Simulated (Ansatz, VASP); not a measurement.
## Tl in VASP and in Ansatz

```
CELL_PARAMETERS angstrom
3.40485 0.00000 0.00000
-1.70243 2.94869 0.00000
0.00000 0.00000 5.42907
ATOMIC_POSITIONS crystal
Tl 0.33333 0.66667 0.75000
Tl 0.66667 0.33333 0.25000
```

Alike in both runs: functional LDA; k mesh 14 × 14 × 8; occupations gaussian, width 0.05 eV; no spin polarisation.

Ansatz relaxed the structure, and its values are those at the end. VASP's run is a single point on that final structure, the one shown.

|  | VASP | Ansatz |
| --- | --- | --- |
| version | VASP 6.6.1 | Ansatz 0.2.0 |
| potentials or method | VASP PAW LDA potentials, release 64 (Tl_d), cutoff 520 eV | scalar-relativistic, plane waves, PAW |
| valence electrons in the cell | 26 | 26 |

Ansatz gave:

| Property | Result |
| --- | --- |
| pressure (GPa) | 0.0 |

Q: Which values does VASP return?

A: Pressure (GPa): 0.1.

LDA's correlation is that of Perdew and Zunger in VASP and of Perdew and Wang (1992) in Ansatz.

Neither program's run includes spin-orbit coupling.
